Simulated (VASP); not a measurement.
# MnInSe2I (C2/m) in VASP: single point with PBE

Aim: the single point of MnInSe2I with PBE.

All numbers are computed with VASP 6.6.1; they aren't measurements. Logs are shortened: lines on timing, memory, paths and dates and some standing lists are left out, and cuts for length are marked.

**1. The cell of the first run**

The structure is monoclinic, space group C2/m (No. 12). The conventional cell has a = 13.173 Å, b = 3.992 Å, c = 9.994 Å, α = 90.00°, β = 91.27°, γ = 90.00°. I (site symmetry m) has 2 Mn at 2.81 Å and 6 Se at 3.68 to 4.25 Å and 3 In at 3.76 to 4.01 Å and 5 I at 3.88 to 3.99 Å within 4.3 Å. Within 3.4 Å of In (site symmetry m) lie 5 Se at 2.57 to 3.12 Å. Se (site symmetry m) has 2 Mn at 2.63 to 2.74 Å and 2 In at 2.70 Å within 3.5 Å. Se (site symmetry m) has 3 In at 2.57 to 3.12 Å and 2 Mn at 2.75 Å within 3.4 Å. Within 3.5 Å of Mn (site symmetry 2/m) lie 6 Se at 2.63 to 2.75 Å. Mn (site symmetry 2/m) has 2 Se at 2.74 Å and 4 I at 2.81 Å within 3.6 Å.

**2. Single point, PBE**

Contents of INCAR:

```
  PREC = Accurate
  ENCUT = 520
  EDIFF = 1E-6
  ISMEAR = -1
  SIGMA = 0.1
  LREAL = False
  LASPH = True
  NELM = 60
  ALGO = Normal
  ISIF = 2
  LWAVE = False
  LCHARG = True
  GGA = PE
  LELF = True
  LVHAR = True
  NBANDS = 56
```

Contents of KPOINTS:

```
Automatic mesh
0
Gamma
  7 7 3
```

Contents of POSCAR:

```
MnInSe2I
1.0
    0.0000000000      3.9916290000      0.0000000000
    6.5864490000     -1.9958140000      0.0000000000
    0.2215130000      0.0000000000     -9.9917020000
I In Se Mn
2 2 4 2
Direct
    0.3633600000      0.7267200000      0.9229000000
    0.6366400000      0.2732800000      0.0771000000
    0.2938500000      0.5877000000      0.3152400000
    0.7061500000      0.4123000000      0.6847600000
    0.0744200000      0.1488400000      0.7419900000
    0.9255800000      0.8511600000      0.2580100000
    0.3611000000      0.7222000000      0.5547700000
    0.6389000000      0.2778000000      0.4452300000
    0.0000000000      0.0000000000      0.5000000000
    0.0000000000      0.0000000000      0.0000000000
```

Potentials or basis: VASP PAW PBE potentials, release 64 (I, In_d, Se, Mn_pv).

Command:

```bash
$ cat potpaw_PBE.64/I/POTCAR potpaw_PBE.64/In_d/POTCAR potpaw_PBE.64/Se/POTCAR potpaw_PBE.64/Mn_pv/POTCAR > POTCAR
$ mpirun -np 1 vasp_std > vasp.out
```

OUTCAR:

```text
PREC = Accurate
   ENCUT = 520
   EDIFF = 1E-6
   ISMEAR = -1
   LREAL = False
   LASPH = True
   NELM = 60
   ISIF = 2
   GGA = PE

 ion  position               nearest neighbor table
   1  0.363  0.727  0.923-  10 2.81  10 2.81   4 3.76   4 3.76
   2  0.637  0.273  0.077-  10 2.81  10 2.81   3 3.76   3 3.76
   3  0.294  0.588  0.315-   7 2.57   6 2.70   6 2.70   8 3.12   8 3.12   2 3.76   2 3.76
   4  0.706  0.412  0.685-   8 2.57   5 2.70   5 2.70   7 3.12   7 3.12   1 3.76   1 3.76
   5  0.074  0.149  0.742-   9 2.63   4 2.70   4 2.70  10 2.74
   6  0.926  0.851  0.258-   9 2.63   3 2.70   3 2.70  10 2.74
   7  0.361  0.722  0.555-   3 2.57   9 2.75   9 2.75   4 3.12   4 3.12
   8  0.639  0.278  0.445-   4 2.57   9 2.75   9 2.75   3 3.12   3 3.12
   9  0.000  0.000  0.500-   5 2.63   6 2.63   7 2.75   8 2.75   8 2.75   7 2.75
  10  0.000  0.000  0.000-   5 2.74   6 2.74   1 2.81   2 2.81   2 2.81   1 2.81

  LATTYP: Found a base centered monoclinic cell.
 ALAT       =    13.1728980000
 B/A-ratio  =     0.3030182880
 C/A-ratio  =     0.7586908466
 COS(beta)  =    -0.0221642503

  Lattice vectors:

 A1 = (  -6.5864490000,  -1.9958150000,   0.0000000000)
 A2 = (  -6.5864490000,   1.9958140000,   0.0000000000)
 A3 = (   0.2215130000,   0.0000000000,  -9.9917020000)

Analysis of symmetry for initial positions (statically):
=====================================================================
 Subroutine PRICEL returns:
 Original cell was already a primitive cell.

 Routine SETGRP: Setting up the symmetry group for a
 base centered monoclinic supercell.

 Subroutine GETGRP returns: Found  4 space group operations
 (whereof  4 operations were pure point group operations)
 out of a pool of  4 trial point group operations.

The static configuration has the point symmetry C_2h.

Analysis of symmetry for dynamics (positions and initial velocities):
=====================================================================
 Subroutine PRICEL returns:
 Original cell was already a primitive cell.

 Routine SETGRP: Setting up the symmetry group for a
 base centered monoclinic supercell.

 Subroutine GETGRP returns: Found  4 space group operations
 (whereof  4 operations were pure point group operations)
 out of a pool of  4 trial point group operations.

The dynamic configuration has the point symmetry C_2h.

 Subroutine INISYM returns: Found  4 space group operations
 (whereof  4 operations are pure point group operations),
 and found     1 'primitive' translations

----------------------------------------------------------------------------------------

                                     Primitive cell

  volume of cell :     262.6884

  direct lattice vectors                    reciprocal lattice vectors
     0.000000000  3.991629000  0.000000000     0.075913421  0.250524285  0.001682977
     6.586449000 -1.995814000  0.000000000     0.151826880  0.000000000  0.003365956
     0.221513000  0.000000000 -9.991702000     0.000000000  0.000000000 -0.100083049

  length of vectors
     3.991629000  6.882193252  9.994157136     0.261778718  0.151864186  0.100083049

  position of ions in fractional coordinates (direct lattice)
     0.363360000  0.726720000  0.922900000
     0.636640000  0.273280000  0.077100000
     0.293850000  0.587700000  0.315240000
     0.706150000  0.412300000  0.684760000
     0.074420000  0.148840000  0.741990000
     0.925580000  0.851160000  0.258010000
     0.361100000  0.722200000  0.554770000
     0.638900000  0.277800000  0.445230000
     1.000000000  1.000000000  0.500000000
     0.000000000  0.000000000  0.000000000

  ion indices of the primitive-cell ions
   primitive index   ion index
                 1           1
                 2           2
                 3           3
                 4           4
                 5           5
                 6           6
                 7           7
                 8           8
                 9           9
                10          10

----------------------------------------------------------------------------------------

 KPOINTS: Automatic mesh

Automatic generation of k-mesh.
 Grid dimensions read from file:
 generate k-points for:    7    7    3

 Generating k-lattice:

  Cartesian coordinates                     Fractional coordinates (reciprocal lattice)
     0.010844774  0.035789184  0.000240425     0.142857143  0.000000000 -0.000000000
     0.021689554  0.000000000  0.000480851     0.000000000  0.142857143  0.000000000
     0.000000000  0.000000000 -0.033361016     0.000000000  0.000000000  0.333333333

  Length of vectors
     0.037396960  0.021694884  0.033361016

  Shift w.r.t. Gamma in fractional coordinates (k-lattice)
     0.000000000  0.000000000  0.000000000

 Subroutine IBZKPT returns following result:
 ===========================================

 Found     44 irreducible k-points:

 Following reciprocal coordinates:
            Coordinates               Weight
  0.000000  0.000000  0.000000      1.000000
  0.142857  0.000000 -0.000000      4.000000
  0.285714 -0.000000  0.000000      4.000000
  0.428571 -0.000000 -0.000000      4.000000
  0.000000  0.142857 -0.000000      2.000000
  0.142857  0.142857 -0.000000      4.000000
[... 16 lines left out ...]
 -0.142857  0.000000  0.333333      4.000000
  0.000000  0.142857  0.333333      2.000000
 [... further k-points ...]
   k-points           NKPTS =     44   k-points in BZ     NKDIM =     44   number of bands    NBANDS=     56
   number of dos      NEDOS =    301   number of ions     NIONS =     10
   total plane-waves  NPLWV = 129600
   dimension x,y,z NGX =    30 NGY =   54 NGZ =   80
   dimension x,y,z NGXF=    60 NGYF=  108 NGZF=  160
   ions per type =               2   2   4   2
   NGX,Y,Z   is equivalent  to a cutoff of  12.49, 13.04, 13.31 a.u.
   NGXF,Y,Z  is equivalent  to a cutoff of  24.99, 26.09, 26.61 a.u.
 SYSTEM =  unknown system
   PREC   = accura    normal or accurate (medium, high low for compatibility)
   ISTART =      0    job   : 0-new  1-cont  2-samecut
   ICHARG =      2    charge: 1-file 2-atom 10-const
   ISPIN  =      1    spin polarized calculation?
   LNONCOLLINEAR =      F non collinear calculations
   LSORBIT =      F    spin-orbit coupling
   LASPH  =      T    aspherical Exc in radial PAW
   ENCUT  =  520.0 eV  38.22 Ry    6.18 a.u.   7.42 12.80 18.58*2*pi/ulx,y,z
   NELM   =     60;   NELMIN=  2; NELMDL= -5     # of ELM steps
   EDIFF  = 0.1E-05   stopping-criterion for ELM
   LREAL  =      F    real-space projection
   EDIFFG = 0.1E-04   stopping-criterion for IOM
   NSW    =      0    number of steps for IOM
   IBRION =     -1    ionic relax: 0-MD 1-quasi-New 2-CG
   NFREE  =      0    steps in history (QN), initial steepest desc. (CG)
   ISIF   =      2    stress and relaxation
   ISYM   =      2    0-nonsym 1-usesym 2-fastsym
   POTIM  = 0.5000    time-step for ionic-motion
   TEBEG  =    0.0;   TEEND  =   0.0 temperature during run
   PSTRESS=    0.0 pullay stress
   NELECT =      90.0000    total number of electrons
   NUPDOWN=      -1.0000    fix difference up-down
   EMIN   =  10.00;   EMAX   =-10.00  energy-range for DOS
   EFERMI =   0.00;   METHOD = LEGACY
   ISMEAR =    -1;   SIGMA  =   0.10  broadening in eV -4-tet -1-fermi 0-gaus
   EFERMI_NEDOS =   21; number of points for ismear=-14 and -15
   IALGO  =     38    algorithm
   IMIX   =      4    mixing-type and parameters
     AMIX     =   0.40;   BMIX     =  1.00
     AMIX_MAG =   1.60;   BMIX_MAG =  1.00
  volume/ion in A,a.u.               =      26.27       177.27
  Fermi-wavevector in a.u.,A,eV,Ry     =   1.145536  2.164749 17.854277  1.312252
  Thomas-Fermi vector in A             =   2.282224
   LORBIT       =      0    0 simple, 1 ext, 2 COOP (PROOUT), +10 PAW based schemes
   GGA     = PE    functional components
   LHFCALC =     F    Hartree Fock is set to
   AEXX    =    0.0000 exact exchange contribution
   IVDW    =     0    specifies the selected vdW correction
   LEPSILON=     F    determine dielectric tensor
   LRPA    =     F    only Hartree local field effects (RPA)
 non-spin polarized calculation
  energy-cutoff  :      520.00
  volume of cell :      262.69
 maximum number of plane-waves:      7106
 NGX is ok and might be reduce to    30
   NGX = 15   NGY = 25   NGZ = 37

 number of electron      90.0000004 magnetization

 Free energy of the ion-electron system (eV)
  ---------------------------------------------------
  ext. energy  EPLUGINS =         0.00000000
  ---------------------------------------------------
  free energy    TOTEN  =       -40.13181110 eV

  energy without entropy =      -39.63167166  energy(sigma->0) =      -39.88174138

 E-fermi :   4.6653     XC(G=0):  -9.5297

 val. band max:        4.6639406234   @ k =  -0.2857   0.0000   0.3333
 cond. band min:       4.6688695109   @ k =   0.0000   0.0000   0.0000
 fundamental gap:      0.0049288875
 Fermi energy:         4.6652966607

 k-point     1 :       0.0000    0.0000    0.0000
  band No.  band energies     occupation
      1     -43.1462      2.00000
      2     -43.1156      2.00000
      3     -43.0774      2.00000
      4     -43.0454      2.00000
      5     -43.0418      2.00000
      6     -43.0152      2.00000
[... 48 lines left out ...]
     55       8.9421      0.00000
     56       9.7407      0.00000

 k-point     2 :       0.1429    0.0000   -0.0000
  band No.  band energies     occupation
      1     -43.1465      2.00000
      2     -43.1156      2.00000
      3     -43.0774      2.00000
      4     -43.0454      2.00000
      5     -43.0421      2.00000
      6     -43.0152      2.00000
[... 48 lines left out ...]
     55       8.9374      0.00000
     56       9.2386      0.00000

 k-point     3 :       0.2857   -0.0000    0.0000
  band No.  band energies     occupation
      1     -43.1472      2.00000
      2     -43.1155      2.00000
      3     -43.0773      2.00000
      4     -43.0453      2.00000
      5     -43.0429      2.00000
      6     -43.0150      2.00000
[... 1172 lines left out ...]
 k-point    23 :      -0.1429    0.0000    0.3333
  band No.  band energies     occupation
      1     -43.1465      2.00000
      2     -43.1156      2.00000
      3     -43.0774      2.00000
      4     -43.0454      2.00000
      5     -43.0421      2.00000
      6     -43.0151      2.00000
[... 48 lines left out ...]
     55       9.0093      0.00000
     56       9.1525      0.00000

 k-point    24 :       0.0000    0.1429    0.3333
  band No.  band energies     occupation
      1     -43.1462      2.00000
      2     -43.1156      2.00000
      3     -43.0774      2.00000
      4     -43.0454      2.00000
      5     -43.0418      2.00000
      6     -43.0152      2.00000
[... 48 lines left out ...]
     55       8.4635      0.00000
     56       9.2619      0.00000

 [... further k-points ...]

------------------------ aborting loop because EDIFF is reached ----------------------------------------

  FORCE on cell =-STRESS in cart. coord.  units (eV):
  Direction    XX          YY          ZZ          XY          YZ          ZX
  --------------------------------------------------------------------------------------
  -------------------------------------------------------------------------------------
  Total       -7.6161956     -7.8019453     -4.8653583     -0.0000006     -0.0000000     -0.2849930
  in kB      -46.4523509    -47.5852668    -29.6745698     -0.0000035     -0.0000002     -1.7382165
  external PRESSURE =     -41.2373958 kB  Pullay stress =       0.0000000 kB

 VOLUME and BASIS-vectors are now :
 -----------------------------------------------------------------------------
  energy-cutoff  :      520.00
  volume of cell :      262.69
      direct lattice vectors                 reciprocal lattice vectors
     0.000000000  3.991629000  0.000000000     0.075913421  0.250524285  0.001682977
     6.586449000 -1.995814000  0.000000000     0.151826880  0.000000000  0.003365956
     0.221513000  0.000000000 -9.991702000     0.000000000  0.000000000 -0.100083049

 POSITION                                       TOTAL-FORCE (eV/Angst)
 -----------------------------------------------------------------------------------
      4.99094      0.00000     -9.22134         1.062911      0.000000     -0.706008
      1.81702      1.99581     -0.77036        -1.062911     -0.000000      0.706008
      3.94069      0.00000     -3.14978        -0.380908     -0.000000      0.537455
      2.86728      1.99581     -6.84192         0.380908      0.000000     -0.537455
      1.14469      0.00000     -7.41374        -0.807211     -0.000000     -0.384293
      5.66327      1.99581     -2.57796         0.807211      0.000000      0.384293
      4.87962      0.00000     -5.54310         1.679607      0.000000     -0.792797
      1.92834      1.99581     -4.44861        -1.679607     -0.000000      0.792797
      0.11076      0.00000     -4.99585        -0.000000      0.000000      0.000000
      0.00000      0.00000      0.00000        -0.000000     -0.000000      0.000000
 -----------------------------------------------------------------------------------
    total drift:                                0.000000     -0.000000      0.000000

  FREE ENERGIE OF THE ION-ELECTRON SYSTEM (eV)
  ---------------------------------------------------
  free  energy   TOTEN  =       -40.1318111040 eV

  energy  without entropy=      -39.6316716594  energy(sigma->0) =      -39.88174138
```

It took 12 min on 1 thread of Intel Xeon Platinum 8559C (Emerald Rapids), shared host; peak memory 0.75 GiB.

What came out:

| Item | Value |
| --- | --- |
| Free energy | -40.1318 eV |
| Pressure | -4.1 GPa |
| Largest force | 1.857 eV/Å |
| Band gap on the k mesh | zero (bands 45 and 46 overlap by 0.14 eV) |

Forces on the atoms (eV/Å):
```
I    1.063  0.000 -0.706
I   -1.063  0.000  0.706
In  -0.381  0.000  0.537
In   0.381  0.000 -0.537
Se  -0.807  0.000 -0.384
Se   0.807  0.000  0.384
Se   1.680  0.000 -0.793
Se  -1.680  0.000  0.793
Mn   0.000  0.000  0.000
Mn   0.000  0.000  0.000
```

Levels at points of the mesh, in eV from the Fermi level:
```csv
k point,band 41,band 42,band 43,band 44,band 45,band 46,band 47,band 48,band 49,band 50
"(0.00, 0.00, 0.00)",-0.59,-0.47,-0.34,-0.25,0.00,0.12,0.16,0.67,0.73,0.88
```

Caveat: the cell stands under tension; spin-orbit coupling is left out, which moves the levels of the heavy elements; the run has no spin polarisation, though such a crystal can be magnetic; semilocal functionals often make such compounds metallic where correlation or magnetic order opens a gap, which also shifts bond lengths; forces of over 1 eV/Å act on the atoms, so gaps and moduli don't describe the material at rest. Spin polarisation is off, so any magnetic state and its effect on volume and gap are missing.
